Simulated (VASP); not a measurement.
Write the native input for VASP 6.6.1 that does the following.

```yaml
Task: single point
Functional: r2SCAN
Potentials_or_basis: VASP PAW PBE potentials, release 64 (Mg_sv, O)
Cutoff: 920 eV
k_mesh: 10 × 10 × 10
Occupations: gaussian, width 0.01 eV
Spin: no spin polarisation
Dipole_correction: no
Further_INCAR_settings: ALGO = Normal; EDIFF = 1e-06; NBANDS = 15
```

Crystal: MgO.

```
Mg O
1.0
     0.00000    2.10217    2.01808
     2.10217    0.00000    2.01808
     2.10217    2.10217    0.00000
Mg O
1 1
Direct
  0.00000 0.00000 0.00000
  0.50000 0.50000 0.50000
```

This cell differs from its parent crystal: uniaxial z strain -4.0%.

The input as run:

POSCAR

```
MgO
1.0
    0.0000000000      2.1021674155      2.0180807188
    2.1021674155      0.0000000000      2.0180807188
    2.1021674155      2.1021674155      0.0000000000
Mg O
1 1
Direct
    0.0000000000      0.0000000000      0.0000000000
    0.5000000000      0.5000000000      0.5000000000
```

INCAR.step1

```
SYSTEM = MgO
PREC = Accurate
ENCUT = 920
ISMEAR = 0
SIGMA = 0.01
LREAL = .False.
LASPH = .True.
NELM = 120
NBANDS = 15
GGA = PE
ALGO = Normal
EDIFF = 1E-5
LWAVE = .True.
LCHARG = .False.
GGA_COMPAT = .False.
```

INCAR.step2

```
SYSTEM = MgO
PREC = Accurate
ENCUT = 920
EDIFF = 1E-6
ISMEAR = 0
SIGMA = 0.01
LREAL = .False.
LASPH = .True.
NELM = 120
ALGO = Normal
ISIF = 2
LWAVE = .False.
LCHARG = .True.
METAGGA = R2SCAN
LMIXTAU = .True.
LELF = .True.
LVHAR = .True.
NBANDS = 15
ISTART = 1
GGA_COMPAT = .False.
```

KPOINTS

```
Automatic mesh
0
Gamma
  10 10 10
  0 0 0
```

Potentials or basis: VASP PAW PBE potentials, release 64 (Mg_sv, O).

The run is started by

```sh
$ cat potpaw_PBE.64/Mg_sv/POTCAR potpaw_PBE.64/O/POTCAR > POTCAR
$ cp INCAR.step1 INCAR
$ mpirun -np 1 vasp_std > vasp.out
$ cp INCAR.step2 INCAR
$ mpirun -np 1 vasp_std > vasp.out
```

Results of the run:

```yaml
Pressure: 8.5 GPa
Band_gap_on_the_k_mesh: 6.08 eV
```

Caveat: the cell differs from its parent crystal (uniaxial z strain -4.0%); the stress differs along the axes, from 4 to 17 GPa; the PAW data sets were made with another functional, which shifts forces and pressure a little.

Wall time 4.3 min on 1 thread of Intel(R) Xeon(R) 6975P-C (Granite Rapids), with other jobs on the host, peak memory 0.2 GiB.
